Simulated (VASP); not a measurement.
# Ta (P6_3/mmc) in VASP: further runs

The runs below take Ta through single point, with LDA, PBEsol.

All numbers are computed with VASP 6.6.1; they aren't measurements. Logs are shortened: lines on timing, memory, paths and dates and some standing lists are left out, and cuts for length are marked.

### Step 1. The cell of the first run

Symmetry: P6_3/mmc, No. 194, hexagonal system. Conventional cell: a = 2.861 Å, b = 2.861 Å, c = 5.096 Å, α = 90.00°, β = 90.00°, γ = 120.00°. Ta (site symmetry -6m2) has 12 Ta at 2.86 to 3.04 Å within 3.8 Å.

### Step 2. Single point, LDA (volume scaled by 0.96)

Input file INCAR:

```
SYSTEM = Ta
PREC     = Accurate       ! precision mode
ENCUT    = 520            ! plane-wave cutoff, eV
EDIFF    = 1E-6           ! SCF threshold, eV
ISMEAR   = -1             ! smearing method
SIGMA    = 0.05           ! smearing width, eV
LREAL    = .FALSE.        ! projectors in reciprocal space
LASPH    = .TRUE.         ! aspherical terms in the spheres
NELM     = 60             ! most SCF steps
ALGO     = Normal         ! electronic algorithm
ISIF     = 2              ! what is computed and relaxed
LWAVE    = .FALSE.        ! write WAVECAR
LCHARG   = .TRUE.         ! write CHGCAR
GGA      = CA             ! functional
LELF     = .TRUE.         ! ELF
LVHAR    = .TRUE.       
NBANDS   = 18             ! bands
```

Input file KPOINTS:

```
Automatic mesh
0
G
  11 11 5
  0 0 0
```

Input file POSCAR:

```
Ta
1.0
    2.8611730502      0.0000000000      0.0000000000
   -1.4305865251      2.4778485461      0.0000000000
    0.0000000000      0.0000000000      5.0964509272
Ta
2
Direct
    0.3333333333      0.6666666667      0.2500000000
    0.6666666667      0.3333333333      0.7500000000
```

Potentials or basis: VASP PAW LDA potentials, release 64 (Ta_pv).

Started as:

```console
> cat potpaw_LDA.64/Ta_pv/POTCAR > POTCAR
> mpirun -np 1 vasp_std > vasp.out
```

OUTCAR:

```text
SYSTEM = Ta
   PREC = Accurate
   ENCUT = 520
   EDIFF = 1E-6
   ISMEAR = -1
   LREAL = .FALSE.
   LASPH = .TRUE.
   NELM = 60
   ISIF = 2
   GGA = CA

 ion  position               nearest neighbor table
   1  0.333  0.667  0.250-   2 3.04   2 3.04   2 3.04   2 3.04   2 3.04   2 3.04
   2  0.667  0.333  0.750-   1 3.04   1 3.04   1 3.04   1 3.04   1 3.04   1 3.04

  LATTYP: Found a hexagonal cell.
 ALAT       =     2.8611730502
 C/A-ratio  =     1.7812452577

  Lattice vectors:

 A1 = (   2.8611730502,   0.0000000000,   0.0000000000)
 A2 = (  -1.4305865251,   2.4778485461,   0.0000000000)
 A3 = (   0.0000000000,   0.0000000000,   5.0964509272)

Analysis of symmetry for initial positions (statically):
=====================================================================
 Subroutine PRICEL returns:
 Original cell was already a primitive cell.

 Routine SETGRP: Setting up the symmetry group for a
 hexagonal supercell.

 Subroutine GETGRP returns: Found 24 space group operations
 (whereof 12 operations were pure point group operations)
 out of a pool of 24 trial point group operations.

The static configuration has the point symmetry D_3d.
 The point group associated with its full space group is D_6h.

Analysis of symmetry for dynamics (positions and initial velocities):
=====================================================================
 Subroutine PRICEL returns:
 Original cell was already a primitive cell.

 Routine SETGRP: Setting up the symmetry group for a
 hexagonal supercell.

 Subroutine GETGRP returns: Found 24 space group operations
 (whereof 12 operations were pure point group operations)
 out of a pool of 24 trial point group operations.

The dynamic configuration has the point symmetry D_3d.
 The point group associated with its full space group is D_6h.

 Subroutine INISYM returns: Found 24 space group operations
 (whereof 12 operations are pure point group operations),
 and found     1 'primitive' translations

----------------------------------------------------------------------------------------

                                     Primitive cell

  volume of cell :      36.1316

  direct lattice vectors                    reciprocal lattice vectors
     2.861173050  0.000000000  0.000000000     0.349506997  0.201787959  0.000000000
    -1.430586525  2.477848546  0.000000000     0.000000000  0.403575917  0.000000000
     0.000000000  0.000000000  5.096450927     0.000000000  0.000000000  0.196214977

  length of vectors
     2.861173050  2.861173050  5.096450927     0.403575917  0.403575917  0.196214977

  position of ions in fractional coordinates (direct lattice)
     0.333333333  0.666666667  0.250000000
     0.666666667  0.333333333  0.750000000

  ion indices of the primitive-cell ions
   primitive index   ion index
                 1           1
                 2           2

----------------------------------------------------------------------------------------

 KPOINTS: Automatic mesh

Automatic generation of k-mesh.
 Grid dimensions read from file:
 generate k-points for:   11   11    5

 Generating k-lattice:

  Cartesian coordinates                     Fractional coordinates (reciprocal lattice)
     0.031773363  0.018344360  0.000000000     0.090909091  0.000000000  0.000000000
     0.000000000  0.036688720  0.000000000     0.000000000  0.090909091  0.000000000
     0.000000000  0.000000000  0.039242995     0.000000000  0.000000000  0.200000000

  Length of vectors
     0.036688720  0.036688720  0.039242995

  Shift w.r.t. Gamma in fractional coordinates (k-lattice)
     0.000000000  0.000000000  0.000000000

 Subroutine IBZKPT returns following result:
 ===========================================

 Found     48 irreducible k-points:

 Following reciprocal coordinates:
            Coordinates               Weight
  0.000000  0.000000  0.000000      1.000000
  0.090909  0.000000  0.000000      6.000000
  0.181818  0.000000  0.000000      6.000000
  0.272727  0.000000  0.000000      6.000000
  0.363636 -0.000000  0.000000      6.000000
  0.454545  0.000000  0.000000      6.000000
[... 16 lines left out ...]
  0.090909  0.090909  0.200000     12.000000
  0.181818  0.090909  0.200000     24.000000
 [... further k-points ...]
   k-points           NKPTS =     48   k-points in BZ     NKDIM =     48   number of bands    NBANDS=     18
   number of dos      NEDOS =    301   number of ions     NIONS =      2
   total plane-waves  NPLWV =  23040
   dimension x,y,z NGX =    24 NGY =   24 NGZ =   40
   dimension x,y,z NGXF=    48 NGYF=   48 NGZF=   80
   ions per type =               2
   NGX,Y,Z   is equivalent  to a cutoff of  13.94, 13.94, 13.05 a.u.
   NGXF,Y,Z  is equivalent  to a cutoff of  27.89, 27.89, 26.10 a.u.
 SYSTEM =  Ta
   PREC   = accura    normal or accurate (medium, high low for compatibility)
   ISTART =      0    job   : 0-new  1-cont  2-samecut
   ICHARG =      2    charge: 1-file 2-atom 10-const
   ISPIN  =      1    spin polarized calculation?
   LNONCOLLINEAR =      F non collinear calculations
   LSORBIT =      F    spin-orbit coupling
   LASPH  =      T    aspherical Exc in radial PAW
   ENCUT  =  520.0 eV  38.22 Ry    6.18 a.u.   5.32  5.32  9.48*2*pi/ulx,y,z
   NELM   =     60;   NELMIN=  2; NELMDL= -5     # of ELM steps
   EDIFF  = 0.1E-05   stopping-criterion for ELM
   LREAL  =      F    real-space projection
   EDIFFG = 0.1E-04   stopping-criterion for IOM
   NSW    =      0    number of steps for IOM
   IBRION =     -1    ionic relax: 0-MD 1-quasi-New 2-CG
   NFREE  =      0    steps in history (QN), initial steepest desc. (CG)
   ISIF   =      2    stress and relaxation
   ISYM   =      2    0-nonsym 1-usesym 2-fastsym
   POTIM  = 0.5000    time-step for ionic-motion
   TEBEG  =    0.0;   TEEND  =   0.0 temperature during run
   PSTRESS=    0.0 pullay stress
   NELECT =      22.0000    total number of electrons
   NUPDOWN=      -1.0000    fix difference up-down
   EMIN   =  10.00;   EMAX   =-10.00  energy-range for DOS
   EFERMI =   0.00;   METHOD = LEGACY
   ISMEAR =    -1;   SIGMA  =   0.05  broadening in eV -4-tet -1-fermi 0-gaus
   EFERMI_NEDOS =   21; number of points for ismear=-14 and -15
   IALGO  =     38    algorithm
   IMIX   =      4    mixing-type and parameters
     AMIX     =   0.40;   BMIX     =  1.00
     AMIX_MAG =   1.60;   BMIX_MAG =  1.00
  volume/ion in A,a.u.               =      18.07       121.91
  Fermi-wavevector in a.u.,A,eV,Ry     =   1.387565  2.622119 26.195813  1.925338
  Thomas-Fermi vector in A             =   2.511774
   LORBIT       =      0    0 simple, 1 ext, 2 COOP (PROOUT), +10 PAW based schemes
   GGA     = CA    functional components
   LHFCALC =     F    Hartree Fock is set to
   AEXX    =    0.0000 exact exchange contribution
   IVDW    =     0    specifies the selected vdW correction
   LEPSILON=     F    determine dielectric tensor
   LRPA    =     F    only Hartree local field effects (RPA)
 non-spin polarized calculation
  energy-cutoff  :      520.00
  volume of cell :       36.13
 maximum number of plane-waves:       985
 NGX is ok and might be reduce to    24
   NGX = 11   NGY = 11   NGZ = 19

 number of electron      22.0000000 magnetization

 Free energy of the ion-electron system (eV)
  ---------------------------------------------------
  ext. energy  EPLUGINS =         0.00000000
  ---------------------------------------------------
  free energy    TOTEN  =       -25.06139027 eV

  energy without entropy =      -25.04528072  energy(sigma->0) =      -25.05333549

 E-fermi :   5.8166     XC(G=0): -12.7683

 val. band max:        5.7950044662   @ k =   0.1818   0.1818   0.0000
 cond. band min:       5.8304092233   @ k =   0.3636   0.1818   0.0000
 fundamental gap:      0.0354047572
 Fermi energy:         5.8166354895

 k-point     1 :       0.0000    0.0000    0.0000
  band No.  band energies     occupation
      1     -28.5876      2.00000
      2     -27.6358      2.00000
      3     -27.5156      2.00000
      4     -27.5156      2.00000
      5     -27.4204      2.00000
      6     -27.4204      2.00000
[... 10 lines left out ...]
     17      11.0906      0.00000
     18      11.0906      0.00000

 k-point     2 :       0.0909    0.0000    0.0000
  band No.  band energies     occupation
      1     -28.5571      2.00000
      2     -27.6393      2.00000
      3     -27.6144      2.00000
      4     -27.5423      2.00000
      5     -27.5214      2.00000
      6     -27.4384      2.00000
[... 10 lines left out ...]
     17      11.2235      0.00000
     18      11.7983      0.00000

 k-point     3 :       0.1818    0.0000    0.0000
  band No.  band energies     occupation
      1     -28.4713      2.00000
      2     -27.8756      2.00000
      3     -27.7823      2.00000
      4     -27.6521      2.00000
      5     -27.6117      2.00000
      6     -27.4877      2.00000
[... 10 lines left out ...]
     17      11.4288      0.00000
     18      13.2050      0.00000

 k-point     4 :       0.2727    0.0000    0.0000
  band No.  band energies     occupation
      1     -28.3470      2.00000
      2     -28.2093      2.00000
      3     -28.1052      2.00000
      4     -27.6992      2.00000
      5     -27.6802      2.00000
      6     -27.5537      2.00000
[... 375 lines left out ...]
      4     -27.8064      2.00000
      5     -27.7838      2.00000
      6     -27.6678      2.00000
[... 10 lines left out ...]
     17      12.5845      0.00000
     18      13.0370      0.00000

 k-point    23 :       0.0909    0.0909    0.2000
  band No.  band energies     occupation
      1     -28.4290      2.00000
      2     -27.7984      2.00000
      3     -27.7626      2.00000
      4     -27.6604      2.00000
      5     -27.5672      2.00000
      6     -27.4957      2.00000
[... 10 lines left out ...]
     17      11.0695      0.00000
     18      12.0754      0.00000

 k-point    24 :       0.1818    0.0909    0.2000
  band No.  band energies     occupation
      1     -28.3567      2.00000
      2     -28.0465      2.00000
      3     -28.0025      2.00000
      4     -27.7199      2.00000
      5     -27.6522      2.00000
      6     -27.5720      2.00000
[... 10 lines left out ...]
     17      11.0031      0.00000
     18      12.8037      0.00000

 [... further k-points ...]

------------------------ aborting loop because EDIFF is reached ----------------------------------------

  FORCE on cell =-STRESS in cart. coord.  units (eV):
  Direction    XX          YY          ZZ          XY          YZ          ZX
  --------------------------------------------------------------------------------------
  -------------------------------------------------------------------------------------
  Total       -1.0361805     -1.0361805     -0.5439678      0.0000000      0.0000000     -0.0000000
  in kB      -45.9472215    -45.9472215    -24.1210983      0.0000000      0.0000000     -0.0000000
  external PRESSURE =     -38.6718471 kB  Pullay stress =       0.0000000 kB

 VOLUME and BASIS-vectors are now :
 -----------------------------------------------------------------------------
  energy-cutoff  :      520.00
  volume of cell :       36.13
      direct lattice vectors                 reciprocal lattice vectors
     2.861173050  0.000000000  0.000000000     0.349506997  0.201787959  0.000000000
    -1.430586525  2.477848546  0.000000000     0.000000000  0.403575917  0.000000000
     0.000000000  0.000000000  5.096450927     0.000000000  0.000000000  0.196214977

 POSITION                                       TOTAL-FORCE (eV/Angst)
 -----------------------------------------------------------------------------------
     -0.00000      1.65190      1.27411         0.000000      0.000000      0.000000
      1.43059      0.82595      3.82234        -0.000000      0.000000      0.000000
 -----------------------------------------------------------------------------------
    total drift:                                0.000000     -0.000000      0.000000

  FREE ENERGIE OF THE ION-ELECTRON SYSTEM (eV)
  ---------------------------------------------------
  free  energy   TOTEN  =       -25.0613902701 eV

  energy  without entropy=      -25.0452807174  energy(sigma->0) =      -25.05333549
```

Wall time 27 s (1 thread of Intel Xeon Platinum 8375C at 2.90GHz (Ice Lake), shared host); peak memory 0.15 GiB.

What came out:

```
Free energy            : -25.0614 eV
Pressure               : -3.9 GPa
Band gap on the k mesh : zero (band 11 reaches 6.89 eV, above the bottom of band 12 at 5.22 eV)
```

Levels at points of the mesh, in eV from the Fermi level:
```csv
k point,band 9,band 10,band 11,band 12,band 13,band 14
"(0.00, 0.00, 0.00)",-0.67,0.13,0.53,0.53,1.12,1.12
```

Caveat: spin-orbit coupling is left out, which moves the levels of the heavy elements.

### Step 3. Single point, PBEsol (volume scaled by 0.96)

Input file INCAR:

```
  PREC = Accurate
  ENCUT = 520
  EDIFF = 1E-7
  ISMEAR = -1
  SIGMA = 0.05
  LREAL = F
  LASPH = T
  NELM = 60
  ALGO = Fast
  ISIF = 2
  LWAVE = F
  LCHARG = F
  GGA = PS
  NBANDS = 18
```

Input file KPOINTS:

```
regular mesh
0
Gamma
  11 11 5
```

POSCAR is that of step 2.

Potentials or basis: VASP PAW PBE potentials, release 64 (Ta_pv).

Started as:

```console
> cat potpaw_PBE.64/Ta_pv/POTCAR > POTCAR
> mpirun -np 1 vasp_std > vasp.out
```

OUTCAR:

```text
PREC = Accurate
   ENCUT = 520
   EDIFF = 1E-7
   ISMEAR = -1
   LREAL = F
   LASPH = T
   NELM = 60
   ISIF = 2
   GGA = PS

 ion  position               nearest neighbor table
   1  0.333  0.667  0.250-   2 3.04   2 3.04   2 3.04   2 3.04   2 3.04   2 3.04
   2  0.667  0.333  0.750-   1 3.04   1 3.04   1 3.04   1 3.04   1 3.04   1 3.04

  LATTYP: Found a hexagonal cell.
 ALAT       =     2.8611730502
 C/A-ratio  =     1.7812452577

  Lattice vectors:

 A1 = (   2.8611730502,   0.0000000000,   0.0000000000)
 A2 = (  -1.4305865251,   2.4778485461,   0.0000000000)
 A3 = (   0.0000000000,   0.0000000000,   5.0964509272)

Analysis of symmetry for initial positions (statically):
=====================================================================
 Subroutine PRICEL returns:
 Original cell was already a primitive cell.

 Routine SETGRP: Setting up the symmetry group for a
 hexagonal supercell.

 Subroutine GETGRP returns: Found 24 space group operations
 (whereof 12 operations were pure point group operations)
 out of a pool of 24 trial point group operations.

The static configuration has the point symmetry D_3d.
[... 162 lines left out ...]
  energy without entropy =      -24.51797553  energy(sigma->0) =      -24.52645975

 E-fermi :   5.7520     XC(G=0): -12.7002

 val. band max:        5.7392284878   @ k =   0.0000   0.0000   0.0000
 cond. band min:       5.7586407351   @ k =   0.1818   0.1818   0.0000
 fundamental gap:      0.0194122474
 Fermi energy:         5.7519837073

 k-point     1 :       0.0000    0.0000    0.0000
  band No.  band energies     occupation
      1     -28.7723      2.00000
      2     -27.8336      2.00000
      3     -27.7114      2.00000
      4     -27.7114      2.00000
      5     -27.6177      2.00000
      6     -27.6177      2.00000
[... 481 lines left out ...]
      5     -27.8468      2.00000
      6     -27.7672      2.00000
[... 10 lines left out ...]
     17      11.0026      0.00000
     18      12.7712      0.00000

 [... further k-points ...]

------------------------ aborting loop because EDIFF is reached ----------------------------------------

  FORCE on cell =-STRESS in cart. coord.  units (eV):
  Direction    XX          YY          ZZ          XY          YZ          ZX
  --------------------------------------------------------------------------------------
  -------------------------------------------------------------------------------------
  Total        0.0416003      0.0416003      0.2861516      0.0000000      0.0000000     -0.0000000
  in kB        1.8446768      1.8446768     12.6887868      0.0000000      0.0000000     -0.0000000
  external PRESSURE =       5.4593801 kB  Pullay stress =       0.0000000 kB

 VOLUME and BASIS-vectors are now :
 -----------------------------------------------------------------------------
  energy-cutoff  :      520.00
  volume of cell :       36.13
      direct lattice vectors                 reciprocal lattice vectors
     2.861173050  0.000000000  0.000000000     0.349506997  0.201787959  0.000000000
    -1.430586525  2.477848546  0.000000000     0.000000000  0.403575917  0.000000000
     0.000000000  0.000000000  5.096450927     0.000000000  0.000000000  0.196214977

 POSITION                                       TOTAL-FORCE (eV/Angst)
 -----------------------------------------------------------------------------------
     -0.00000      1.65190      1.27411        -0.000000     -0.000000      0.000000
      1.43059      0.82595      3.82234         0.000000      0.000000      0.000000
 -----------------------------------------------------------------------------------
    total drift:                                0.000000     -0.000000      0.000000

  FREE ENERGIE OF THE ION-ELECTRON SYSTEM (eV)
  ---------------------------------------------------
  free  energy   TOTEN  =       -24.5349439739 eV

  energy  without entropy=      -24.5179755326  energy(sigma->0) =      -24.52645975
```

Wall time 37 s (1 thread of Intel Xeon Platinum 8375C at 2.90GHz (Ice Lake), shared host); peak memory 0.17 GiB.

Results:

| Quantity | Value |
| --- | --- |
| Free energy | -24.5349 eV |
| Pressure | 0.5 GPa |
| Band gap on the k mesh | zero (band 11 reaches 6.76 eV, above the bottom of band 12 at 5.16 eV) |

Levels at points of the mesh, in eV from the Fermi level:
| k point | band 7 | band 8 | band 9 | band 10 | band 11 | band 12 | band 13 | band 14 | band 15 | band 16 |
| --- | --- | --- | --- | --- | --- | --- | --- | --- | --- | --- |
| (0.00, 0.00, 0.00) | -8.37 | -5.07 | -0.64 | -0.01 | 0.57 | 0.57 | 1.16 | 1.16 | 3.06 | 3.06 |

Caveat: the PAW data sets were made with another functional, which shifts forces and pressure a little; spin-orbit coupling is left out, which moves the levels of the heavy elements.

[end of part 1 of 3]
